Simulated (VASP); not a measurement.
## LaW: single point with PBE

LaW:

```
W La
1.0
     4.68255    0.00000    0.00000
     0.00000    4.68255    0.00000
     0.00000    0.00000    4.74444
W La
2 2
Direct
  0.00000 0.00000 0.00000
  0.50000 0.50000 0.00000
  0.50000 0.00000 0.50000
  0.00000 0.50000 0.50000
```

```json
{"Program": "VASP 6.6.1", "Task": "single point", "Functional": "PBE", "Potentials or basis": "VASP PAW PBE potentials, release 64 (W_sv, La)", "Cutoff": "500 eV", "k mesh": "1 × 1 × 1", "Occupations": "methfessel-paxton, width 0.15 eV", "Spin": "collinear spin, antiferromagnetic start", "Starting moments": "[0.5, -0.5, 0.0, 0.0] μB"}
```

```yaml
Pressure: -38.7 GPa
Band_gap_on_the_k_mesh: 0.48 eV
Net_moment: 0.00 μB per cell
Valence_electrons_inside_the_program's_atomic_spheres: W 11.81; La 8.76
```

Stress tensor (GPa, compression positive):
```
-28.60   0.00   0.00
  0.00 -28.60   0.00
  0.00   0.00 -58.79
```

Levels at points of the mesh, in eV from the valence-band top:
Spin up:
| k point | band 21 | band 22 | band 23 | band 24 | band 25 | band 26 | band 27 | band 28 | band 29 | band 30 |
| --- | --- | --- | --- | --- | --- | --- | --- | --- | --- | --- |
| (0.00, 0.00, 0.00) | -2.82 | -2.71 | -2.71 | 0.00 | 0.00 | 0.48 | 1.16 | 1.28 | 1.28 | 1.57 |
Spin down:
| k point | band 21 | band 22 | band 23 | band 24 | band 25 | band 26 | band 27 | band 28 | band 29 | band 30 |
| --- | --- | --- | --- | --- | --- | --- | --- | --- | --- | --- |
| (0.00, 0.00, 0.00) | -2.82 | -2.71 | -2.71 | 0.00 | 0.00 | 0.48 | 1.16 | 1.28 | 1.28 | 1.57 |

Wall time 44 s on 1 thread of Intel Xeon 6975P-C, on a shared host, peak memory 0.24 GiB.

Caveat: the k points lie up to 1.34 Å⁻¹ apart; spin-orbit coupling is left out, which moves the levels of the heavy elements. A k mesh can miss the band edges.
